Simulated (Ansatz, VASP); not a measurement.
## VSi2 in VASP and in Ansatz

```
V Si
1.0
     4.52256    0.00000    0.00000
    -2.26128    3.91665    0.00000
     0.00000    0.00000    6.32347
V Si
3 6
Direct
  0.00000 0.50000 0.16667
  0.50000 0.50000 0.83333
  0.50000 0.00000 0.50000
  0.83681 0.67361 0.50000
  0.16319 0.83681 0.83333
  0.67361 0.83681 0.16667
  0.16319 0.32639 0.50000
  0.83681 0.16319 0.83333
  0.32639 0.16319 0.16667
```

Alike in both runs: functional PBEsol; k mesh 9 × 9 × 6; occupations gaussian, width 0.1 eV; no spin polarisation.

Ansatz relaxed the structure, and its values are those at the end. VASP's run is a single point on that final structure, the one shown.

|  | VASP | Ansatz |
| --- | --- | --- |
| version | VASP 6.6.1 | Ansatz 0.2.0 |
| potentials or method | VASP PAW PBE potentials, release 64 (V_sv, Si), cutoff 520 eV | scalar-relativistic, plane waves, PAW |
| valence electrons in the cell | 63 | 63 |

VASP gave:

* gap on the k mesh at the Fermi level (eV): none
* pressure (GPa): 0.2

What did Ansatz give for the same quantities?

gap on the k mesh at the Fermi level (eV): none; pressure (GPa): 0.0.

VASP's potentials were made for PBE, not for PBEsol, and Ansatz warns of the same on its side. A gap of «none» marks a metal or a gap that the smearing closes.
